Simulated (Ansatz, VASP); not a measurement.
## One calculation of LiGaI2, two programs

```
Li Ga I
1.0
     5.46338    0.00000    0.00000
     0.00000    5.46338    0.00000
     0.00000    0.00000    5.74296
Li Ga I
1 1 2
Direct
  0.00000 0.00000 0.64194
  0.00000 0.00000 0.14394
  0.50000 0.00000 0.42448
  0.00000 0.50000 0.42448
```

Alike in both runs: functional PBE; k mesh 4 × 4 × 4; occupations gaussian, width 0.1 eV; no spin polarisation.

Ansatz relaxed the structure, and its values are those at the end. VASP's run is a single point on that final structure, the one shown.

|  | VASP | Ansatz |
| --- | --- | --- |
| version | VASP 6.6.1 | Ansatz 0.2.0 |
| potentials or method | VASP PAW PBE potentials, release 64 (Li_sv, Ga_d, I), cutoff 520 eV | scalar-relativistic, plane waves, PAW |
| valence electrons in the cell | 30 | 50 |

|  | VASP | Ansatz | Ansatz less VASP |
| --- | --- | --- | --- |
| gap on the k mesh at the Fermi level (eV) | 0.21 | 0.21 | -0.001 |
| least direct gap on the mesh (eV) | 1.02 | 1.02 | +0.001 |
| rms of the force components (eV/Å) | 0.010 | 0.010 | +0.0002 |

VASP's potentials hold 30 valence electrons a cell and Ansatz's 50, so a difference there can come from the potentials and not from the codes.

Neither program's run includes spin-orbit coupling. Noted on VASP's run: the cutoff is short for stress, so the pressure is rough.
